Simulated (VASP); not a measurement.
GaP:

```xyz
2
Lattice="0.0000 2.7252 2.7252 2.7252 0.0000 2.7252 2.7252 2.7252 0.0000" Properties=species:S:1:pos:R:3 pbc="T T T"
Ga    0.0000    0.0000    0.0000
P     4.0879    4.0879    4.0879
```

* Program: VASP 6.6.1
* Task: relaxation of cell and atoms
* Functional: b88 exchange, pbe correlation
* Potentials or basis: VASP PAW PBE potentials, release 64 (Ga_d, P)
* Cutoff: 500 eV
* k mesh: 8 × 8 × 8
* Occupations: fermi-dirac, width 0.05 eV
* Spin: no spin polarisation

At the start: pressure 2.3 GPa; volume 20.24 Å³/atom.

How do energy, volume and symmetry change on relaxing?

Over 3 steps the energy falls by 4.1 meV/atom and the volume is 20.82 Å³/atom (+2.9 %); space group F-43m (No. 216, to 0.1 Å) before and after.

Step by step:
```tsv
step	energy change (eV)	largest force (eV/Å)	pressure (GPa)	volume (Å³)
1	0.0000	0.0000	2.32	40.48
2	-0.0062	0.0000	-1.03	42.22
3	-0.0082	0.0000	0.00	41.64
```

Final structure:
```
Ga P
1.0
     0.00000    2.75096    2.75096
     2.75096    0.00000    2.75096
     2.75096    2.75096    0.00000
Ga P
1 1
Direct
  0.00000 0.00000 0.00000
  0.75000 0.75000 0.75000
```

Caveat: the PAW data sets were made with another functional, which shifts forces and pressure a little.
